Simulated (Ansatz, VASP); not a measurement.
## MoS2: VASP beside Ansatz

The input INCAR:

```
ALGO     = Normal         # electronic algorithm
EDIFF    = 1E-7           # SCF threshold, eV
EDIFFG   = -0.002         # ionic threshold
ENCUT    = 500            # plane-wave cutoff, eV
GGA      = PE             # functional
GGA_COMPAT= F            
IBRION   = 2              # ionic algorithm
ISIF     = 3              # what is computed and relaxed
ISMEAR   = 0              # smearing method
IVDW     = 12             # dispersion correction
LASPH    = T              # aspherical terms in the spheres
LCHARG   = F              # write CHGCAR
LREAL    = F              # projectors in reciprocal space
LWAVE    = F              # write WAVECAR
NELM     = 120            # most SCF steps
NELMIN   = 4            
NSW      = 100            # ionic steps
PREC     = Accurate       # precision mode
SIGMA    = 0.02           # smearing width, eV
```

KPOINTS

```
k-points
0
Gamma
  12 12 12
```

The input POSCAR:

```
MoS2
1.0
    1.5765948476      0.9102474612      5.9984771717
   -1.5765948476      0.9102474612      5.9984771717
    0.0000000000     -1.8204949178      5.9984771724
Mo S
1 2
Direct
    0.0002495973      0.0002495973      0.0002495973
    0.5799887949      0.5799887949      0.5799887949
    0.7537606078      0.7537606078      0.7537606078
```

Input for Ansatz:

```yaml
crystal:
  lattice:
    - [1.5765948476, 0.9102474612, 5.9984771717]
    - [-1.5765948476, 0.9102474612, 5.9984771717]
    - [0.0, -1.8204949178, 5.9984771724]
  atoms:
    - { symbol: Mo, position: [0.0002495973, 0.0002495973, 0.0002495973] }
    - { symbol: S, position: [0.5799887949, 0.5799887949, 0.5799887949] }
    - { symbol: S, position: [0.7537606078, 0.7537606078, 0.7537606078] }
basis:
  ecutwfc: 420
kpoints:
  mp_grid: { grid: [12, 12, 12] }
hamiltonian:
  xc: pbe
  dispersion: d3bj
  pseudopotentials: { kind: paw, azcp: { folder: soft_1 } }
scf:
  occupations: { method: gaussian, width: 0.02 }
output:
  forces: true
  stress: true
  eigenvalues: true
  write_density: true
  write_potential: true
  elf: true
  volumetric_format: npy
relax:
  adjacent_minimum: "off"
  f_tol: 0.002
  max_steps: 80
  cell: { stress_tol: 0.02 }
```

Alike in both runs: task relaxation of cell and atoms; functional PBE; dispersion D3(BJ); k mesh 12 × 12 × 12; occupations gaussian, width 0.02 eV; no spin polarisation.

|  | VASP | Ansatz |
| --- | --- | --- |
| version | VASP 6.6.1 | Ansatz 0.2.0 |
| potentials or method | VASP PAW PBE potentials, release 64 (Mo_sv, S), cutoff 500 eV | scalar-relativistic, plane waves, PAW |
| valence electrons in the cell | 26 | 26 |

```csv
,VASP,Ansatz,Ansatz less VASP
"gap on the k mesh at the Fermi level, each at its own relaxed structure (eV)",0.80,0.79,-0.012
relaxed volume (Å³/atom),17.19,17.22,+0.024
relaxed length of the cell vector where the two differ most in proportion (Å),6.263,6.269,+0.0053
```
